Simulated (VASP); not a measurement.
# PtS2 (P-3m1) in VASP: a series of runs

Aim: see how the results for PtS2 move with the level of theory and the settings. Levels: PBE, r2SCAN. Tasks: single point.

All numbers are computed with VASP 6.6.1; they aren't measurements. Logs are shortened: lines on timing, memory, paths and dates and some standing lists are left out, and cuts for length are marked.

**1. The cell of the first run**

Symmetry: P-3m1, No. 164, trigonal system. The conventional cell has a = 3.730 Å, b = 3.730 Å, c = 5.379 Å, α = 90.00°, β = 90.00°, γ = 120.00°. Pt (site symmetry -3m) has 6 S at 2.44 Å within 3.2 Å. S (site symmetry 3m) has 3 Pt at 2.44 Å and 3 S at 3.14 Å within 3.2 Å.

**2. Single point, PBE (strain +5.0%)**

INCAR

```
SYSTEM = PtS2
  PREC = Accurate
  ENCUT = 520
  EDIFF = 1E-6
  ISMEAR = -1
  SIGMA = 0.02
  LREAL = .False.
  LASPH = .True.
  NELM = 60
  ALGO = Normal
  ISIF = 2
  LWAVE = .False.
  LCHARG = .True.
  GGA = PE
  LELF = .True.
  LVHAR = .True.
  NBANDS = 18
```

KPOINTS

```
regular mesh
0
Gamma
  12 12 6
  0 0 0
```

POSCAR

```
PtS2
1.0
    3.7302736589      0.0000000000      0.0000000000
   -1.8651368295      3.2305117517      0.0000000000
    0.0000000000      0.0000000000      5.3788466078
Pt S
1 2
Direct
    0.0000000000      0.0000000000      0.0000000000
    0.3333333333      0.6666666667      0.2127905730
    0.6666666667      0.3333333333      0.7872094270
```

Potentials or basis: VASP PAW PBE potentials, release 64 (Pt, S).

The run is started by

```sh
$ cat potpaw_PBE.64/Pt/POTCAR potpaw_PBE.64/S/POTCAR > POTCAR
$ mpirun -np 1 vasp_std > vasp.out
```

OUTCAR:

```text
SYSTEM = PtS2
   PREC = Accurate
   ENCUT = 520
   EDIFF = 1E-6
   ISMEAR = -1
   LREAL = .False.
   LASPH = .True.
   NELM = 60
   ISIF = 2
   GGA = PE

 ion  position               nearest neighbor table
   1  0.000  0.000  0.000-   2 2.44   3 2.44   3 2.44   2 2.44   3 2.44   2 2.44
   2  0.333  0.667  0.213-   1 2.44   1 2.44   1 2.44
   3  0.667  0.333  0.787-   1 2.44   1 2.44   1 2.44

  LATTYP: Found a hexagonal cell.
 ALAT       =     3.7302736589
 C/A-ratio  =     1.4419442378

  Lattice vectors:

 A1 = (   3.7302736589,   0.0000000000,   0.0000000000)
 A2 = (  -1.8651368295,   3.2305117517,   0.0000000000)
 A3 = (   0.0000000000,   0.0000000000,   5.3788466078)

Analysis of symmetry for initial positions (statically):
=====================================================================
 Subroutine PRICEL returns:
 Original cell was already a primitive cell.

 Routine SETGRP: Setting up the symmetry group for a
 hexagonal supercell.

 Subroutine GETGRP returns: Found 12 space group operations
 (whereof 12 operations were pure point group operations)
 out of a pool of 24 trial point group operations.

The static configuration has the point symmetry D_3d.

Analysis of symmetry for dynamics (positions and initial velocities):
=====================================================================
 Subroutine PRICEL returns:
 Original cell was already a primitive cell.

 Routine SETGRP: Setting up the symmetry group for a
 hexagonal supercell.

 Subroutine GETGRP returns: Found 12 space group operations
 (whereof 12 operations were pure point group operations)
 out of a pool of 24 trial point group operations.

The dynamic configuration has the point symmetry D_3d.

 Subroutine INISYM returns: Found 12 space group operations
 (whereof 12 operations are pure point group operations),
 and found     1 'primitive' translations

----------------------------------------------------------------------------------------

                                     Primitive cell

  volume of cell :      64.8188

  direct lattice vectors                    reciprocal lattice vectors
     3.730273659  0.000000000  0.000000000     0.268076847  0.154774240  0.000000000
    -1.865136829  3.230511752  0.000000000     0.000000000  0.309548479  0.000000000
     0.000000000  0.000000000  5.378846608     0.000000000  0.000000000  0.185913463

  length of vectors
     3.730273659  3.730273659  5.378846608     0.309548479  0.309548479  0.185913463

  position of ions in fractional coordinates (direct lattice)
     0.000000000  0.000000000  0.000000000
     0.333333333  0.666666667  0.212790573
     0.666666667  0.333333333  0.787209427

  ion indices of the primitive-cell ions
   primitive index   ion index
                 1           1
                 2           2
                 3           3

----------------------------------------------------------------------------------------

 KPOINTS: regular mesh

Automatic generation of k-mesh.
 Grid dimensions read from file:
 generate k-points for:   12   12    6

 Generating k-lattice:

  Cartesian coordinates                     Fractional coordinates (reciprocal lattice)
     0.022339737  0.012897853  0.000000000     0.083333333 -0.000000000  0.000000000
     0.000000000  0.025795707  0.000000000     0.000000000  0.083333333  0.000000000
     0.000000000  0.000000000  0.030985577     0.000000000  0.000000000  0.166666667

  Length of vectors
     0.025795707  0.025795707  0.030985577

  Shift w.r.t. Gamma in fractional coordinates (k-lattice)
     0.000000000  0.000000000  0.000000000

 Subroutine IBZKPT returns following result:
 ===========================================

 Found    100 irreducible k-points:

 Following reciprocal coordinates:
            Coordinates               Weight
  0.000000  0.000000  0.000000      1.000000
  0.083333  0.000000  0.000000      6.000000
  0.166667  0.000000  0.000000      6.000000
  0.250000  0.000000  0.000000      6.000000
  0.333333 -0.000000  0.000000      6.000000
  0.416667  0.000000  0.000000      6.000000
[... 16 lines left out ...]
  0.166667  0.000000  0.166667      6.000000
  0.000000  0.166667  0.166667      6.000000
 [... further k-points ...]
   k-points           NKPTS =    100   k-points in BZ     NKDIM =    100   number of bands    NBANDS=     18
   number of dos      NEDOS =    301   number of ions     NIONS =      3
   total plane-waves  NPLWV =  31360
   dimension x,y,z NGX =    28 NGY =   28 NGZ =   40
   dimension x,y,z NGXF=    56 NGYF=   56 NGZF=   80
   ions per type =               1   2
   NGX,Y,Z   is equivalent  to a cutoff of  12.48, 12.48, 12.36 a.u.
   NGXF,Y,Z  is equivalent  to a cutoff of  24.96, 24.96, 24.73 a.u.
 SYSTEM =  PtS2
   PREC   = accura    normal or accurate (medium, high low for compatibility)
   ISTART =      0    job   : 0-new  1-cont  2-samecut
   ICHARG =      2    charge: 1-file 2-atom 10-const
   ISPIN  =      1    spin polarized calculation?
   LNONCOLLINEAR =      F non collinear calculations
   LSORBIT =      F    spin-orbit coupling
   LASPH  =      T    aspherical Exc in radial PAW
   ENCUT  =  520.0 eV  38.22 Ry    6.18 a.u.   6.94  6.94 10.00*2*pi/ulx,y,z
   NELM   =     60;   NELMIN=  2; NELMDL= -5     # of ELM steps
   EDIFF  = 0.1E-05   stopping-criterion for ELM
   LREAL  =      F    real-space projection
   EDIFFG = 0.1E-04   stopping-criterion for IOM
   NSW    =      0    number of steps for IOM
   IBRION =     -1    ionic relax: 0-MD 1-quasi-New 2-CG
   NFREE  =      0    steps in history (QN), initial steepest desc. (CG)
   ISIF   =      2    stress and relaxation
   ISYM   =      2    0-nonsym 1-usesym 2-fastsym
   POTIM  = 0.5000    time-step for ionic-motion
   TEBEG  =    0.0;   TEEND  =   0.0 temperature during run
   PSTRESS=    0.0 pullay stress
   NELECT =      22.0000    total number of electrons
   NUPDOWN=      -1.0000    fix difference up-down
   EMIN   =  10.00;   EMAX   =-10.00  energy-range for DOS
   EFERMI =   0.00;   METHOD = LEGACY
   ISMEAR =    -1;   SIGMA  =   0.02  broadening in eV -4-tet -1-fermi 0-gaus
   EFERMI_NEDOS =   21; number of points for ismear=-14 and -15
   IALGO  =     38    algorithm
   IMIX   =      4    mixing-type and parameters
     AMIX     =   0.40;   BMIX     =  1.00
     AMIX_MAG =   1.60;   BMIX_MAG =  1.00
  volume/ion in A,a.u.               =      21.61       145.81
  Fermi-wavevector in a.u.,A,eV,Ry     =   1.141954  2.157980 17.742804  1.304059
  Thomas-Fermi vector in A             =   2.278653
   LORBIT       =      0    0 simple, 1 ext, 2 COOP (PROOUT), +10 PAW based schemes
   GGA     = PE    functional components
   LHFCALC =     F    Hartree Fock is set to
   AEXX    =    0.0000 exact exchange contribution
   IVDW    =     0    specifies the selected vdW correction
   LEPSILON=     F    determine dielectric tensor
   LRPA    =     F    only Hartree local field effects (RPA)
 non-spin polarized calculation
  energy-cutoff  :      520.00
  volume of cell :       64.82
 maximum number of plane-waves:      1760
   NGX = 13   NGY = 13   NGZ = 21

 number of electron      21.9999996 magnetization

 Free energy of the ion-electron system (eV)
  ---------------------------------------------------
  ext. energy  EPLUGINS =         0.00000000
  ---------------------------------------------------
  free energy    TOTEN  =       -15.32183493 eV

  energy without entropy =      -15.32183493  energy(sigma->0) =      -15.32183493

 E-fermi :   4.9088     XC(G=0):  -9.6688

 val. band max:        4.5151377901   @ k =   0.0833   0.0833   0.0000
 cond. band min:       5.3503227714   @ k =   0.0000   0.2500   0.3333
 fundamental gap:      0.8351849814
 Fermi energy:         4.9087976899

 k-point     1 :       0.0000    0.0000    0.0000
  band No.  band energies     occupation
      1      -9.8668      2.00000
      2      -7.3131      2.00000
      3      -1.5144      2.00000
      4      -1.5144      2.00000
      5      -1.0892      2.00000
      6       1.2911      2.00000
[... 10 lines left out ...]
     17      12.3987      0.00000
     18      15.0369      0.00000

 k-point     2 :       0.0833    0.0000    0.0000
  band No.  band energies     occupation
      1      -9.7915      2.00000
      2      -7.3542      2.00000
      3      -1.4596      2.00000
      4      -1.4505      2.00000
      5      -1.0175      2.00000
      6       1.1701      2.00000
[... 10 lines left out ...]
     17      12.6561      0.00000
     18      15.1036      0.00000

 k-point     3 :       0.1667    0.0000    0.0000
  band No.  band energies     occupation
      1      -9.5743      2.00000
      2      -7.4653      2.00000
      3      -1.3062      2.00000
      4      -1.2778      2.00000
      5      -0.8120      2.00000
      6       0.7713      2.00000
[... 10 lines left out ...]
     17      13.2953      0.00000
     18      14.6719      0.00000

 k-point     4 :       0.2500    0.0000    0.0000
  band No.  band energies     occupation
      1      -9.2431      2.00000
      2      -7.6173      2.00000
      3      -1.0938      2.00000
      4      -1.0905      2.00000
      5      -0.5269      2.00000
      6       0.2212      2.00000
[... 375 lines left out ...]
      4      -1.4608      2.00000
      5      -0.8303      2.00000
      6       1.1597      2.00000
[... 10 lines left out ...]
     17      12.7107      0.00000
     18      14.5434      0.00000

 k-point    23 :       0.1667    0.0000    0.1667
  band No.  band energies     occupation
      1      -9.5389      2.00000
      2      -7.5358      2.00000
      3      -1.3270      2.00000
      4      -1.2961      2.00000
      5      -0.6413      2.00000
      6       0.7898      2.00000
[... 10 lines left out ...]
     17      13.0487      0.00000
     18      14.2494      0.00000

 k-point    24 :       0.0000    0.1667    0.1667
  band No.  band energies     occupation
      1      -9.5420      2.00000
      2      -7.5268      2.00000
      3      -1.3707      2.00000
      4      -1.3127      2.00000
      5      -0.6084      2.00000
      6       0.7465      2.00000
[... 10 lines left out ...]
     17      13.4830      0.00000
     18      14.0625      0.00000

 [... further k-points ...]

------------------------ aborting loop because EDIFF is reached ----------------------------------------

  FORCE on cell =-STRESS in cart. coord.  units (eV):
  Direction    XX          YY          ZZ          XY          YZ          ZX
  --------------------------------------------------------------------------------------
  -------------------------------------------------------------------------------------
  Total       -3.1125643     -3.1125643     -0.0168647      0.0000000      0.0000000      0.0000000
  in kB      -76.9356700    -76.9356700     -0.4168572      0.0000000      0.0000000      0.0000000
  external PRESSURE =     -51.4293990 kB  Pullay stress =       0.0000000 kB

 VOLUME and BASIS-vectors are now :
 -----------------------------------------------------------------------------
  energy-cutoff  :      520.00
  volume of cell :       64.82
      direct lattice vectors                 reciprocal lattice vectors
     3.730273659  0.000000000  0.000000000     0.268076847  0.154774240  0.000000000
    -1.865136829  3.230511752  0.000000000     0.000000000  0.309548479  0.000000000
     0.000000000  0.000000000  5.378846608     0.000000000  0.000000000  0.185913463

 POSITION                                       TOTAL-FORCE (eV/Angst)
 -----------------------------------------------------------------------------------
      0.00000      0.00000      0.00000        -0.000000      0.000000      0.000000
     -0.00000      2.15367      1.14457        -0.000000      0.000000     -0.048998
      1.86514      1.07684      4.23428         0.000000     -0.000000      0.048998
 -----------------------------------------------------------------------------------
    total drift:                               -0.000000     -0.000000     -0.000000

  FREE ENERGIE OF THE ION-ELECTRON SYSTEM (eV)
  ---------------------------------------------------
  free  energy   TOTEN  =       -15.3218349285 eV

  energy  without entropy=      -15.3218349285  energy(sigma->0) =      -15.32183493
```

Run time: 2.7 min. Hardware: 1 thread of Intel Xeon 8259CL, shared host; peak memory 0.26 GiB.

What came out:

```yaml
Free_energy: -15.3218 eV
Pressure: -5.1 GPa
Largest_force: 0.049 eV/Å
Band_gap_on_the_k_mesh: 0.84 eV (least direct gap 0.95 eV)
```

Forces in eV/Å, atoms in the order of the input:
```
Pt   0.000  0.000  0.000
S    0.000  0.000 -0.049
S    0.000  0.000  0.049
```

Caveat: the cell differs from its parent crystal (strain +5.0%); the cell stands under tension; spin-orbit coupling is left out, which moves the levels of the heavy elements; this functional lacks dispersion, which binds the layers, so the pressure and a relaxed spacing across them are unreliable. A k mesh can miss the band edges.

[end of part 1 of 3]
